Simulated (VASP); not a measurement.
# ZnS (F-43m) in VASP: single point with HSE06

Aim: the single point of ZnS with HSE06.

Program: VASP 6.6.1. These are calculated values, not measurements. Logs are shortened: lines on timing, memory, paths and dates and some standing lists are left out, and cuts for length are marked.

**What was measured.**

From “Electronic, vibrational, and thermodynamic properties of ZnS (zincblende and rocksalt structure)”, 2009, arxiv:0911.5022, for a bulk crystal of ZnS at 19 K: band gap 3.85 eV (direct).

How close the calculation comes is told below.

### Step 1. The cell of the first run

It takes space group F-43m (No. 216, cubic). The conventional cell has a = 5.404 Å, b = 5.404 Å, c = 5.404 Å, α = 90.00°, β = 90.00°, γ = 90.00°. Zn (site symmetry -43m) has 4 S at 2.34 Å within 3.1 Å. Within 3.1 Å of S (site symmetry -43m) lie 4 Zn at 2.34 Å.

### Step 2. Single point, HSE06

File POSCAR:

```
ZnS
1.0
    0.0000000000      2.7020000000      2.7020000000
    2.7020000000      0.0000000000      2.7020000000
    2.7020000000      2.7020000000      0.0000000000
Zn S
1 1
Direct
    0.2500000000      0.2500000000      0.2500000000
    0.0000000000      0.0000000000      0.0000000000
```

File INCAR.step1:

```
PREC = Accurate
ENCUT = 400
EDIFF = 1E-5
ISMEAR = 0
SIGMA = 0.01
LREAL = False
LASPH = True
NELM = 120
ALGO = Normal
ISIF = 2
LWAVE = True
NBANDS = 16
GGA = PE
GGA_COMPAT = False
```

File INCAR.step2:

```
PREC = Accurate
ENCUT = 400
EDIFF = 1E-6
ISMEAR = 0
SIGMA = 0.01
LREAL = False
LASPH = True
NELM = 120
ALGO = Normal
ISIF = 2
LWAVE = False
LCHARG = True
GGA = PE
LHFCALC = True
HFSCREEN = 0.2079
PRECFOCK = Normal
LELF = True
LVHAR = True
NBANDS = 16
ISTART = 1
GGA_COMPAT = False
```

File KPOINTS:

```
Automatic mesh
0
Gamma
  6 6 6
```

Potentials or basis: VASP PAW PBE potentials, release 64 (Zn, S).

Started as:

```
$ cat potpaw_PBE.64/Zn/POTCAR potpaw_PBE.64/S/POTCAR > POTCAR
$ cp INCAR.step1 INCAR
$ mpirun -np 1 vasp_std > vasp.out
$ cp INCAR.step2 INCAR
$ mpirun -np 1 vasp_std > vasp.out
```

OUTCAR:

```text
PREC = Accurate
   ENCUT = 400
   EDIFF = 1E-6
   ISMEAR = 0
   LREAL = False
   LASPH = True
   NELM = 120
   ISIF = 2
   GGA = PE
   LHFCALC = True
   HFSCREEN = 0.2079
   PRECFOCK = Normal
   ISTART = 1

 ion  position               nearest neighbor table
   1  0.250  0.250  0.250-   2 2.34   2 2.34   2 2.34   2 2.34
   2  0.000  0.000  0.000-   1 2.34   1 2.34   1 2.34   1 2.34

  LATTYP: Found a face centered cubic cell.
 ALAT       =     5.4040000000

  Lattice vectors:

 A1 = (   0.0000000000,   2.7020000000,   2.7020000000)
 A2 = (   2.7020000000,   0.0000000000,   2.7020000000)
 A3 = (   2.7020000000,   2.7020000000,   0.0000000000)

Analysis of symmetry for initial positions (statically):
=====================================================================
 Subroutine PRICEL returns:
 Original cell was already a primitive cell.

 Routine SETGRP: Setting up the symmetry group for a
 face centered cubic supercell.

 Subroutine GETGRP returns: Found 24 space group operations
 (whereof 24 operations were pure point group operations)
 out of a pool of 48 trial point group operations.

The static configuration has the point symmetry T_d .

Analysis of symmetry for dynamics (positions and initial velocities):
=====================================================================
 Subroutine PRICEL returns:
 Original cell was already a primitive cell.

 Routine SETGRP: Setting up the symmetry group for a
 face centered cubic supercell.

 Subroutine GETGRP returns: Found 24 space group operations
 (whereof 24 operations were pure point group operations)
 out of a pool of 48 trial point group operations.

The dynamic configuration has the point symmetry T_d .

 Subroutine INISYM returns: Found 24 space group operations
 (whereof 24 operations are pure point group operations),
 and found     1 'primitive' translations

----------------------------------------------------------------------------------------

                                     Primitive cell

  volume of cell :      39.4535

  direct lattice vectors                    reciprocal lattice vectors
     0.000000000  2.702000000  2.702000000    -0.185048113  0.185048113  0.185048113
     2.702000000  0.000000000  2.702000000     0.185048113 -0.185048113  0.185048113
[... 82 lines left out ...]
   ISIF   =      2    stress and relaxation
   ISYM   =      3    0-nonsym 1-usesym 2-fastsym
   POTIM  = 0.5000    time-step for ionic-motion
   TEBEG  =    0.0;   TEEND  =   0.0 temperature during run
   PSTRESS=    0.0 pullay stress
   NELECT =      18.0000    total number of electrons
   NUPDOWN=      -1.0000    fix difference up-down
   EMIN   =  10.00;   EMAX   =-10.00  energy-range for DOS
   EFERMI =   0.00;   METHOD = LEGACY
   ISMEAR =     0;   SIGMA  =   0.01  broadening in eV -4-tet -1-fermi 0-gaus
   EFERMI_NEDOS =   21; number of points for ismear=-14 and -15
   IALGO  =     38    algorithm
   IMIX   =      1    mixing-type and parameters
     AMIX     =   0.40;   BMIX     =  1.00
     AMIX_MAG =   1.60;   BMIX_MAG =  1.00
  volume/ion in A,a.u.               =      19.73       133.12
  Fermi-wavevector in a.u.,A,eV,Ry     =   1.260290  2.381602 21.610537  1.588330
  Thomas-Fermi vector in A             =   2.393807
   LORBIT       =      0    0 simple, 1 ext, 2 COOP (PROOUT), +10 PAW based schemes
   GGA     = PE    functional components
   LHFCALC =     T    Hartree Fock is set to
   PRECFOCK=normal    Normal, Fast or Accurate (Low or Medium for compatibility)
   ENCUT4O =  -1.0   cutoff for four orbital integrals eV
   NKREDX  =     1    reduce k-point grid by
   NKREDY  =     1    reduce k-point grid by
   NKREDZ  =     1    reduce k-point grid by
   AEXX    =    0.2500 exact exchange contribution
   HFSCREEN=    0.2079 screening length (either q_TF or 0.3 A-1)
   HFSCREENC=   0.2079 screening length for correlation (either q_TF or 0.3 A-1)
   ENCUTFOCK=  -1.0 apply spherical cutoff to Coloumb kernel
   IVDW    =     0    specifies the selected vdW correction
   LEPSILON=     F    determine dielectric tensor
   LRPA    =     F    only Hartree local field effects (RPA)
 non-spin polarized calculation
 Gauss-broadening in eV      SIGMA  =   0.01
  energy-cutoff  :      400.00
  volume of cell :       39.45
 maximum number of plane-waves:       725
 NGX is ok and might be reduce to    28
  NGX = 20; NGY = 20; NGZ = 20

 number of electron      18.0000000 magnetization

 Free energy of the ion-electron system (eV)
  ---------------------------------------------------
  ext. energy  EPLUGINS =         0.00000000
  ---------------------------------------------------
  free energy    TOTEN  =        -8.36878669 eV

  energy without entropy =       -8.36878669  energy(sigma->0) =       -8.36878669

 E-fermi :   1.4322     XC(G=0):  -7.9724

 val. band max:        1.3842852805   @ k =   0.0000   0.0000   0.0000
 cond. band min:       4.7080915112   @ k =   0.0000   0.0000   0.0000
 fundamental gap:      3.3238062307
 Fermi energy:         1.4322253134

 k-point     1 :       0.0000    0.0000    0.0000
  band No.  band energies     occupation
      1     -12.9391      2.00000
      2      -6.4608      2.00000
      3      -6.4608      2.00000
      4      -6.4608      2.00000
      5      -6.0157      2.00000
      6      -6.0157      2.00000
[... 281 lines left out ...]
      3      -6.2069      2.00000
      4      -6.1050      2.00000
      5      -5.9910      2.00000
      6      -5.6131      2.00000
[... 8 lines left out ...]
     15      16.9822      0.00000
     16      17.7840      0.00000

------------------------ aborting loop because EDIFF is reached ----------------------------------------

  FORCE on cell =-STRESS in cart. coord.  units (eV):
  Direction    XX          YY          ZZ          XY          YZ          ZX
  --------------------------------------------------------------------------------------
  -------------------------------------------------------------------------------------
  Total        0.1514638      0.1514638      0.1514638     -0.0000000      0.0000000     -0.0000000
  in kB        6.1508270      6.1508270      6.1508270     -0.0000000      0.0000000     -0.0000000
  external PRESSURE =       6.1508270 kB  Pullay stress =       0.0000000 kB

 VOLUME and BASIS-vectors are now :
 -----------------------------------------------------------------------------
  energy-cutoff  :      400.00
  volume of cell :       39.45
      direct lattice vectors                 reciprocal lattice vectors
     0.000000000  2.702000000  2.702000000    -0.185048113  0.185048113  0.185048113
     2.702000000  0.000000000  2.702000000     0.185048113 -0.185048113  0.185048113
     2.702000000  2.702000000  0.000000000     0.185048113  0.185048113 -0.185048113

 POSITION                                       TOTAL-FORCE (eV/Angst)
 -----------------------------------------------------------------------------------
      1.35100      1.35100      1.35100         0.000000      0.000000      0.000000
      0.00000      0.00000      0.00000        -0.000000     -0.000000     -0.000000
 -----------------------------------------------------------------------------------
    total drift:                               -0.000162     -0.000104     -0.000085

  FREE ENERGIE OF THE ION-ELECTRON SYSTEM (eV)
  ---------------------------------------------------
  free  energy   TOTEN  =        -8.3687866934 eV

  energy  without entropy=       -8.3687866934  energy(sigma->0) =       -8.36878669
```

OUTCAR.step1:

```text
PREC = Accurate
   ENCUT = 400
   EDIFF = 1E-5
   ISMEAR = 0
   LREAL = False
[... 516 lines left out ...]
      1.35100      1.35100      1.35100        -0.000000     -0.000000      0.000000
      0.00000      0.00000      0.00000         0.000000      0.000000     -0.000000
 -----------------------------------------------------------------------------------
    total drift:                               -0.000001     -0.000001     -0.000001

  FREE ENERGIE OF THE ION-ELECTRON SYSTEM (eV)
  ---------------------------------------------------
  free  energy   TOTEN  =        -6.8426913554 eV

  energy  without entropy=       -6.8426913554  energy(sigma->0) =       -6.84269136
```

It took 22 min on 1 thread of Intel Xeon Platinum 8375C at 2.90GHz (Ice Lake), shared host; peak memory 0.26 GiB.

What came out:

* Free energy: -8.3688 eV
* Pressure: 0.6 GPa
* Band gap on the k mesh: 3.32 eV

Caveat: the PAW data sets were made with another functional, which shifts forces and pressure a little.

### Step 3. Against experiment

Step 2. Against the measured gap of ZnS, 3.85 eV (direct; 19 K; quoted in “Electronic, vibrational, and thermodynamic properties of ZnS (zincblende and rocksalt structure)”, 2009, arxiv:0911.5022), the calculated 3.32 eV is off by -0.53 eV. The value is that of HSE06, without temperature or zero-point motion.
